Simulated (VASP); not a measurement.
Runs of VASP 6.6.1 on BiTe. The structure is that of space group R-3m (No. 166), or close to it. The cells are those of the table. 

| cell | k mesh | smearing | gap on the mesh (eV) | pressure (GPa) |
| --- | --- | --- | --- | --- |
| a = 4.160 Å, angles 70.4°, 2 atoms | 12 × 12 × 12 | gaussian 0.1 eV | none | 1.4 |
| a = 4.229 Å, angles 69.1°, 2 atoms | 12 × 12 × 12 | gaussian 0.1 eV | none | 0.0 |
| a = 4.291 Å, angles 68.3°, 2 atoms | 12 × 12 × 12 | gaussian 0.1 eV | none | (a) |
| a = 4.229 Å, angles 69.1°, 2 atoms | 18 × 18 × 18 | gaussian 0.15 eV | none | 0.0 |
| a = 4.351 Å, angles 67.5°, 2 atoms | 12 × 12 × 12 | gaussian 0.1 eV | none | -2.5 |
| a = 4.090 Å, angles 71.7°, 2 atoms | 12 × 12 × 12 | gaussian 0.1 eV | none | 3.1 |

Alike in all rows: task single point; level PBEsol; potentials or basis VASP PAW PBE potentials, release 64 (Bi_d, Te); no spin polarisation; cutoff (eV) 520.

Fill in the values left out.

(a) -1.4.

Caveats: the PAW data sets were made with another functional, which shifts forces and pressure a little; spin-orbit coupling is left out, which moves the levels of the heavy elements; the cell stands under pressure (at least some runs).

A k mesh can miss the band edges, and the runs leave out spin-orbit coupling on Bi, Te.

A gap of «none» marks levels without a gap at the run's occupations.
